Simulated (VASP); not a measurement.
# Hf (P6_3/mmc) in VASP: further runs

Runs on Hf. Level: LDA. Tasks: single point, relaxation of volume and atoms at fixed shape.

All numbers are computed with VASP 6.6.1; they aren't measurements. Logs are shortened: lines on timing, memory, paths and dates and some standing lists are left out, and cuts for length are marked.

**1. The cell of the first run**

The structure is hexagonal, space group P6_3/mmc (No. 194). The conventional cell has a = 3.123 Å, b = 3.123 Å, c = 4.942 Å, α = 90.00°, β = 90.00°, γ = 120.00°. Within 4.0 Å of Hf (site symmetry -6m2) lie 12 Hf at 3.06 to 3.12 Å.

**2. Single point, LDA**

Input file INCAR:

```
PREC = Accurate
ENCUT = 520
EDIFF = 1E-6
ISMEAR = 1
SIGMA = 0.1
LREAL = F
LASPH = T
NELM = 80
ALGO = Normal
ISIF = 2
LWAVE = F
LCHARG = F
GGA = CA
NBANDS = 17
```

Input file KPOINTS:

```
Automatic mesh
0
Gamma
  8 8 5
```

Input file POSCAR:

```
Hf
1.0
    3.1232554980      0.0000000000      0.0000000000
   -1.5616277490      2.7048186038      0.0000000000
    0.0000000000      0.0000000000      4.9415995813
Hf
2
Direct
    0.3333333333      0.6666666667      0.2500000000
    0.6666666667      0.3333333333      0.7500000000
```

Potentials or basis: VASP PAW LDA potentials, release 64 (Hf_pv).

Run with:

```bash
$ cat potpaw_LDA.64/Hf_pv/POTCAR > POTCAR
$ mpirun -np 1 vasp_std > vasp.out
```

OUTCAR:

```text
PREC = Accurate
   ENCUT = 520
   EDIFF = 1E-6
   ISMEAR = 1
   LREAL = F
   LASPH = T
   NELM = 80
   ISIF = 2
   GGA = CA

 ion  position               nearest neighbor table
   1  0.333  0.667  0.250-   2 3.06   2 3.06   2 3.06   2 3.06   2 3.06   2 3.06
   2  0.667  0.333  0.750-   1 3.06   1 3.06   1 3.06   1 3.06   1 3.06   1 3.06

  LATTYP: Found a hexagonal cell.
 ALAT       =     3.1232554980
 C/A-ratio  =     1.5821951116

  Lattice vectors:

 A1 = (   3.1232554980,   0.0000000000,   0.0000000000)
 A2 = (  -1.5616277490,   2.7048186038,   0.0000000000)
 A3 = (   0.0000000000,   0.0000000000,   4.9415995813)

Analysis of symmetry for initial positions (statically):
=====================================================================
 Subroutine PRICEL returns:
 Original cell was already a primitive cell.

 Routine SETGRP: Setting up the symmetry group for a
 hexagonal supercell.

 Subroutine GETGRP returns: Found 24 space group operations
 (whereof 12 operations were pure point group operations)
 out of a pool of 24 trial point group operations.

The static configuration has the point symmetry D_3d.
 The point group associated with its full space group is D_6h.

Analysis of symmetry for dynamics (positions and initial velocities):
=====================================================================
 Subroutine PRICEL returns:
 Original cell was already a primitive cell.

 Routine SETGRP: Setting up the symmetry group for a
 hexagonal supercell.

 Subroutine GETGRP returns: Found 24 space group operations
 (whereof 12 operations were pure point group operations)
 out of a pool of 24 trial point group operations.

The dynamic configuration has the point symmetry D_3d.
 The point group associated with its full space group is D_6h.

 Subroutine INISYM returns: Found 24 space group operations
 (whereof 12 operations are pure point group operations),
 and found     1 'primitive' translations

----------------------------------------------------------------------------------------

                                     Primitive cell

  volume of cell :      41.7458

  direct lattice vectors                    reciprocal lattice vectors
     3.123255498  0.000000000  0.000000000     0.320178737  0.184855280  0.000000000
    -1.561627749  2.704818604  0.000000000     0.000000000  0.369710560  0.000000000
     0.000000000  0.000000000  4.941599581     0.000000000  0.000000000  0.202363624

  length of vectors
     3.123255498  3.123255498  4.941599581     0.369710560  0.369710560  0.202363624

  position of ions in fractional coordinates (direct lattice)
     0.333333333  0.666666667  0.250000000
     0.666666667  0.333333333  0.750000000

  ion indices of the primitive-cell ions
   primitive index   ion index
                 1           1
                 2           2

----------------------------------------------------------------------------------------

 KPOINTS: Automatic mesh

Automatic generation of k-mesh.
 Grid dimensions read from file:
 generate k-points for:    8    8    5

 Generating k-lattice:

  Cartesian coordinates                     Fractional coordinates (reciprocal lattice)
     0.040022342  0.023106910  0.000000000     0.125000000 -0.000000000  0.000000000
     0.000000000  0.046213820  0.000000000     0.000000000  0.125000000  0.000000000
     0.000000000  0.000000000  0.040472725     0.000000000  0.000000000  0.200000000

  Length of vectors
     0.046213820  0.046213820  0.040472725

  Shift w.r.t. Gamma in fractional coordinates (k-lattice)
     0.000000000  0.000000000  0.000000000

 Subroutine IBZKPT returns following result:
 ===========================================

 Found     30 irreducible k-points:

 Following reciprocal coordinates:
            Coordinates               Weight
  0.000000  0.000000  0.000000      1.000000
  0.125000 -0.000000  0.000000      6.000000
  0.250000 -0.000000  0.000000      6.000000
  0.375000 -0.000000  0.000000      6.000000
  0.500000 -0.000000  0.000000      3.000000
  0.125000  0.125000  0.000000      6.000000
[... 16 lines left out ...]
  0.250000 -0.000000  0.400000     12.000000
  0.375000 -0.000000  0.400000     12.000000
 [... further k-points ...]
   k-points           NKPTS =     30   k-points in BZ     NKDIM =     30   number of bands    NBANDS=     17
   number of dos      NEDOS =    301   number of ions     NIONS =      2
   total plane-waves  NPLWV =  23040
   dimension x,y,z NGX =    24 NGY =   24 NGZ =   40
   dimension x,y,z NGXF=    48 NGYF=   48 NGZF=   80
   ions per type =               2
   NGX,Y,Z   is equivalent  to a cutoff of  12.77, 12.77, 13.46 a.u.
   NGXF,Y,Z  is equivalent  to a cutoff of  25.55, 25.55, 26.91 a.u.
 SYSTEM =  unknown system
   PREC   = accura    normal or accurate (medium, high low for compatibility)
   ISTART =      0    job   : 0-new  1-cont  2-samecut
   ICHARG =      2    charge: 1-file 2-atom 10-const
   ISPIN  =      1    spin polarized calculation?
   LNONCOLLINEAR =      F non collinear calculations
   LSORBIT =      F    spin-orbit coupling
   LASPH  =      T    aspherical Exc in radial PAW
   ENCUT  =  520.0 eV  38.22 Ry    6.18 a.u.   5.81  5.81  9.19*2*pi/ulx,y,z
   NELM   =     80;   NELMIN=  2; NELMDL= -5     # of ELM steps
   EDIFF  = 0.1E-05   stopping-criterion for ELM
   LREAL  =      F    real-space projection
[... 7 lines left out ...]
   TEBEG  =    0.0;   TEEND  =   0.0 temperature during run
   PSTRESS=    0.0 pullay stress
   NELECT =      20.0000    total number of electrons
   NUPDOWN=      -1.0000    fix difference up-down
   EMIN   =  10.00;   EMAX   =-10.00  energy-range for DOS
   EFERMI =   0.00;   METHOD = LEGACY
   ISMEAR =     1;   SIGMA  =   0.10  broadening in eV -4-tet -1-fermi 0-gaus
   EFERMI_NEDOS =   21; number of points for ismear=-14 and -15
   IALGO  =     38    algorithm
   IMIX   =      4    mixing-type and parameters
     AMIX     =   0.40;   BMIX     =  1.00
     AMIX_MAG =   1.60;   BMIX_MAG =  1.00
  volume/ion in A,a.u.               =      20.87       140.86
  Fermi-wavevector in a.u.,A,eV,Ry     =   1.280994  2.420728 22.326420  1.640946
  Thomas-Fermi vector in A             =   2.413390
   LORBIT       =      0    0 simple, 1 ext, 2 COOP (PROOUT), +10 PAW based schemes
   GGA     = CA    functional components
   LHFCALC =     F    Hartree Fock is set to
   AEXX    =    0.0000 exact exchange contribution
   IVDW    =     0    specifies the selected vdW correction
   LEPSILON=     F    determine dielectric tensor
   LRPA    =     F    only Hartree local field effects (RPA)
 non-spin polarized calculation
 Methfessel and Paxton  Order N= 1 SIGMA  =   0.10
  energy-cutoff  :      520.00
  volume of cell :       41.75
 maximum number of plane-waves:      1138
 NGX is ok and might be reduce to    24
   NGX = 11   NGY = 11   NGZ = 19

 number of electron      19.9999997 magnetization

 Free energy of the ion-electron system (eV)
  ---------------------------------------------------
  ext. energy  EPLUGINS =         0.00000000
  ---------------------------------------------------
  free energy    TOTEN  =       -21.38777183 eV

  energy without entropy =      -21.38673081  energy(sigma->0) =      -21.38742483

 E-fermi :   5.3777     XC(G=0): -11.7904

 val. band max:        5.3366485868   @ k =   0.3750   0.2500   0.4000
 cond. band min:       5.3838643564   @ k =   0.1250  -0.0000   0.4000
 fundamental gap:      0.0472157697
 Fermi energy:         5.3776687252

 k-point     1 :       0.0000    0.0000    0.0000
  band No.  band energies     occupation
      1     -25.6256      2.00000
      2     -24.6738      2.00000
      3     -24.6738      2.00000
      4     -24.5124      2.00000
      5     -24.5117      2.00000
      6     -24.5117      2.00000
[... 9 lines left out ...]
     16       7.9737      0.00000
     17      10.9110      0.00000

 k-point     2 :       0.1250   -0.0000    0.0000
  band No.  band energies     occupation
      1     -25.5747      2.00000
      2     -24.7829      2.00000
      3     -24.7098      2.00000
      4     -24.6259      2.00000
      5     -24.5362      2.00000
      6     -24.5262      2.00000
[... 9 lines left out ...]
     16       7.7616      0.00000
     17      11.2688      0.00000

 k-point     3 :       0.2500   -0.0000    0.0000
  band No.  band energies     occupation
      1     -25.4371      2.00000
      2     -25.0457      2.00000
      3     -24.8856      2.00000
      4     -24.7916      2.00000
      5     -24.6078      2.00000
      6     -24.5652      2.00000
[... 9 lines left out ...]
     16       9.0466      0.00000
     17      11.8029      0.00000

 k-point     4 :       0.3750   -0.0000    0.0000
  band No.  band energies     occupation
      1     -25.3056      2.00000
      2     -25.2600      2.00000
      3     -25.1263      2.00000
      4     -24.8687      2.00000
      5     -24.7182      2.00000
      6     -24.6073      2.00000
[... 9 lines left out ...]
     16      10.8074      0.00000
     17      12.1031      0.00000

 k-point     5 :       0.5000   -0.0000    0.0000
  band No.  band energies     occupation
      1     -25.4118      2.00000
      2     -25.2216      2.00000
      3     -25.1550      2.00000
      4     -24.8996      2.00000
      5     -24.7955      2.00000
      6     -24.6253      2.00000
[... 9 lines left out ...]
     16      12.1859      0.00000
     17      12.8173      0.00000

 k-point     6 :       0.1250    0.1250    0.0000
  band No.  band energies     occupation
      1     -25.4801      2.00000
      2     -24.9320      2.00000
      3     -24.8768      2.00000
      4     -24.7168      2.00000
      5     -24.5842      2.00000
      6     -24.5776      2.00000
[... 9 lines left out ...]
     16       8.8439      0.00000
     17      11.5171      0.00000

 k-point     7 :       0.2500    0.1250    0.0000
  band No.  band energies     occupation
      1     -25.3194      2.00000
      2     -25.1741      2.00000
      3     -25.0690      2.00000
      4     -24.8434      2.00000
      5     -24.6783      2.00000
      6     -24.6473      2.00000
[... 9 lines left out ...]
     16      10.6488      0.00000
     17      11.7464      0.00000

 k-point     8 :       0.3750    0.1250    0.0000
  band No.  band energies     occupation
      1     -25.3554      2.00000
      2     -25.1773      2.00000
      3     -25.1573      2.00000
      4     -24.9439      2.00000
      5     -24.7931      2.00000
      6     -24.6920      2.00000
[... 9 lines left out ...]
     16      11.8524      0.00000
     17      12.5261      0.00000
[... 203 lines left out ...]
      1     -25.3267      2.00000
      2     -25.2807      2.00000
      3     -25.0200      2.00000
      4     -24.9752      2.00000
      5     -24.8066      2.00000
      6     -24.7135      2.00000
[... 9 lines left out ...]
     16      11.5582      0.00000
     17      12.7312      0.00000

 k-point    20 :       0.3750    0.2500    0.2000
  band No.  band energies     occupation
      1     -25.3387      2.00000
      2     -25.2347      2.00000
      3     -25.1575      2.00000
      4     -24.9140      2.00000
      5     -24.8697      2.00000
      6     -24.7699      2.00000
[... 9 lines left out ...]
     16      11.4619      0.00000
     17      12.0836      0.00000

 k-point    21 :       0.0000    0.0000    0.4000
  band No.  band energies     occupation
      1     -25.2626      2.00000
      2     -24.9197      2.00000
      3     -24.6182      2.00000
      4     -24.6182      2.00000
      5     -24.5681      2.00000
      6     -24.5681      2.00000
[... 9 lines left out ...]
     16       9.7641      0.00000
     17      10.7893      0.00000

 k-point    22 :       0.1250   -0.0000    0.4000
  band No.  band energies     occupation
      1     -25.2614      2.00000
      2     -24.9682      2.00000
      3     -24.6994      2.00000
      4     -24.6470      2.00000
      5     -24.6253      2.00000
      6     -24.5903      2.00000
[... 9 lines left out ...]
     16       9.7302      0.00000
     17      10.7686      0.00000

 k-point    23 :       0.2500   -0.0000    0.4000
  band No.  band energies     occupation
      1     -25.3070      2.00000
      2     -25.1476      2.00000
      3     -24.8346      2.00000
      4     -24.7145      2.00000
      5     -24.6974      2.00000
      6     -24.6445      2.00000
[... 9 lines left out ...]
     16       9.8850      0.00000
     17      10.7834      0.00000

 k-point    24 :       0.3750   -0.0000    0.4000
  band No.  band energies     occupation
      1     -25.4438      2.00000
      2     -25.3622      2.00000
      3     -24.8628      2.00000
      4     -24.7799      2.00000
      5     -24.7299      2.00000
      6     -24.6991      2.00000
[... 9 lines left out ...]
     16      10.8577      0.00000
     17      11.3480      0.00000

 [... further k-points ...]

------------------------ aborting loop because EDIFF is reached ----------------------------------------

  FORCE on cell =-STRESS in cart. coord.  units (eV):
  Direction    XX          YY          ZZ          XY          YZ          ZX
  --------------------------------------------------------------------------------------
  -------------------------------------------------------------------------------------
  Total       -0.0401353     -0.0401353      0.1747380      0.0000000      0.0000000      0.0000000
  in kB       -1.5403667     -1.5403667      6.7063257      0.0000000      0.0000000      0.0000000
  external PRESSURE =       1.2085308 kB  Pullay stress =       0.0000000 kB

 VOLUME and BASIS-vectors are now :
 -----------------------------------------------------------------------------
  energy-cutoff  :      520.00
  volume of cell :       41.75
      direct lattice vectors                 reciprocal lattice vectors
     3.123255498  0.000000000  0.000000000     0.320178737  0.184855280  0.000000000
    -1.561627749  2.704818604  0.000000000     0.000000000  0.369710560  0.000000000
     0.000000000  0.000000000  4.941599581     0.000000000  0.000000000  0.202363624

 POSITION                                       TOTAL-FORCE (eV/Angst)
 -----------------------------------------------------------------------------------
     -0.00000      1.80321      1.23540        -0.000000      0.000000      0.000000
      1.56163      0.90161      3.70620         0.000000     -0.000000      0.000000
 -----------------------------------------------------------------------------------
    total drift:                               -0.000000      0.000000     -0.000000

  FREE ENERGIE OF THE ION-ELECTRON SYSTEM (eV)
  ---------------------------------------------------
  free  energy   TOTEN  =       -21.3877718333 eV

  energy  without entropy=      -21.3867308114  energy(sigma->0) =      -21.38742483
```

Wall time 24 s (1 thread of Intel Xeon 8259CL, shared host); peak memory 0.15 GiB.

Results:

- Free energy: -21.3878 eV
- Pressure: 0.1 GPa
- Band gap on the k mesh: zero (bands 10 and 11 overlap by 1.44 eV)

Stress tensor (GPa, compression positive):
```
-0.15  0.00  0.00
 0.00 -0.15  0.00
 0.00  0.00  0.67
```

Levels at points of the mesh, in eV from the Fermi level:
```csv
k point,band 8,band 9,band 10,band 11,band 12,band 13
"(0.00, 0.00, 0.00)",-4.01,0.98,1.03,1.03,1.34,1.93
"(0.50, 0.00, 0.00)",-3.11,-2.55,-0.66,0.60,0.87,1.70
```

Caveat: spin-orbit coupling is left out, which moves the levels of the heavy elements.

**3. Relaxation of volume and atoms at fixed shape, LDA**

This run uses another cell than the first one, of 22.38 Å³/atom.

Input file INCAR:

```
ALGO = Normal
EDIFF = 1E-7
EDIFFG = -0.03
ENCUT = 600
IBRION = 2
ISIF = 8
ISMEAR = 1
LASPH = T
LCHARG = F
LREAL = F
LWAVE = F
NELM = 60
NSW = 80
PREC = Accurate
SIGMA = 0.1
```

Input file KPOINTS:

```
k-points
0
Gamma
  8 8 5
```

Input file POSCAR:

```
Hf
1.0
    3.1967000000      0.0000000000      0.0000000000
   -1.5983500000      2.7684200000      0.0000000000
    0.0000000000      0.0000000000      5.0578000000
Hf
2
Direct
    0.3333333333      0.6666666667      0.2500000000
    0.6666666667      0.3333333333      0.7500000000
```

Potentials or basis: VASP PAW LDA potentials, release 64 (Hf_pv).

Run with:

```bash
$ cat potpaw_LDA.64/Hf_pv/POTCAR > POTCAR
$ mpirun -np 1 vasp_std > vasp.out
```

It took 77 s on 1 thread of Intel Xeon 8259CL, shared host; peak memory 0.17 GiB.

It converged, with:

```
Free energy                           : -21.3882 eV
Relaxed volume                        : 20.91 Å³/atom
Relaxed cell                          : a = 3.125 Å, b = 3.125 Å, c = 4.945 Å, α = 90.00°, β = 90.00°, γ = 120.00°
Space group after relaxing (to 0.1 Å) : P6_3/mmc (No. 194)
Energy gained by relaxing             : 36.1 meV/atom
Ionic steps                           : 3
Pressure after relaxing               : -0.1 GPa
Band gap on the k mesh                : zero (bands 10 and 11 overlap by 1.44 eV)
```

Stress tensor (GPa, compression positive):
```
-0.38  0.00  0.00
 0.00 -0.38  0.00
 0.00  0.00  0.41
```

Step by step:
```csv
step,energy change (eV),largest force (eV/Å),pressure (GPa),volume (Å³)
1,0.0000,0.0000,-7.46,44.76
2,0.0461,0.0000,11.81,38.35
3,-0.0722,0.0000,-0.12,41.83
```

Final structure:
```
Hf
1.0
     3.12534    0.00000    0.00000
    -1.56267    2.70662    0.00000
     0.00000    0.00000    4.94489
Hf
2
Direct
  0.33333 0.66667 0.25000
  0.66667 0.33333 0.75000
```

Levels at points of the mesh, in eV from the Fermi level:
| k point | band 7 | band 8 | band 9 | band 10 | band 11 | band 12 | band 13 | band 14 |
| --- | --- | --- | --- | --- | --- | --- | --- | --- |
| (0.00, 0.00, 0.00) | -7.62 | -4.00 | 0.97 | 1.03 | 1.03 | 1.34 | 1.92 | 1.92 |
| (0.50, 0.00, 0.00) | -3.53 | -3.10 | -2.54 | -0.66 | 0.60 | 0.87 | 1.69 | 6.17 |

Caveat: spin-orbit coupling is left out, which moves the levels of the heavy elements.
